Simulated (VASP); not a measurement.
A run of VASP 6.6.1:

File INCAR:

```
PREC = Accurate
ENCUT = 520
EDIFF = 1E-6
ISMEAR = 0
SIGMA = 0.1
LREAL = False
LASPH = True
NELM = 100
ALGO = Normal
ISIF = 2
LWAVE = False
LCHARG = False
GGA = PS
NBANDS = 14
```

File KPOINTS:

```
regular mesh
0
Gamma
  18 18 18
```

POSCAR

```
VH2
1.0
    0.0000000000      2.0610556030      2.0610556030
    2.0610556030      0.0000000000      2.0610556030
    2.0610556030      2.0610556030      0.0000000000
V H
1 2
Direct
    0.0000000000      0.0000000000      0.0000000000
    0.2500000000      0.2500000000      0.2500000000
    0.7500000000      0.7500000000      0.7500000000
```

Potentials or basis: VASP PAW PBE potentials, release 64 (V_sv, H).

Launch:

```sh
$ cat potpaw_PBE.64/V_sv/POTCAR potpaw_PBE.64/H/POTCAR > POTCAR
$ mpirun -np 1 vasp_std > vasp.out
```

Hardware: 1 thread of AMD EPYC 9R45 96-Core Processor (Zen 5) (shared host).

Task: How long does it take, and how much memory?

Result: Run time: 21 s on 1 thread of AMD EPYC 9R45 96-Core Processor (Zen 5), with other jobs on the host, peak memory 0.14 GiB. Counts: scf iterations 12, k points 195.
